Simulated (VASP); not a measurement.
# B: single point with r2SCAN

B:

```
B
1.0
     1.77366    0.00000    0.00000
    -0.88683    1.53604    0.00000
     0.00000    0.00000   16.13159
B
4
Direct
  0.00000 0.00000 0.00000
  0.00000 0.00000 0.50000
  0.33333 0.66667 0.25000
  0.66667 0.33333 0.75000
```

This cell differs from its parent crystal: volume scaled by 1.12.

- Program: VASP 6.6.1
- Task: single point
- Functional: r2SCAN
- Potentials or basis: VASP PAW PBE potentials, release 64 (B)
- Cutoff: 520 eV
- k mesh: 23 × 23 × 3
- Occupations: fermi-dirac, width 0.1 eV
- Spin: no spin polarisation
- Dipole correction: no
- Further INCAR settings: ALGO = Normal; EDIFF = 1e-06; NBANDS = 14

```
Pressure               : -17.1 GPa
Band gap on the k mesh : zero (band 6 reaches 7.21 eV, above the bottom of band 7 at -3.55 eV)
```

Stress tensor (GPa, compression positive):
```
-24.89   0.00   0.00
  0.00 -24.89   0.00
  0.00   0.00  -1.54
```

Levels at points of the mesh, in eV from the Fermi level:
```csv
k point,band 5,band 6,band 7,band 8,band 9,band 10
"(0.00, 0.00, 0.00)",-8.08,-7.54,-7.54,-6.90,2.38,4.38
```

Run time: 110 s on 1 thread of Intel(R) Xeon(R) 6975P-C (Granite Rapids) (shared host), peak memory 0.19 GiB.

Caveat: the PAW data sets were made with another functional, which shifts forces and pressure a little.
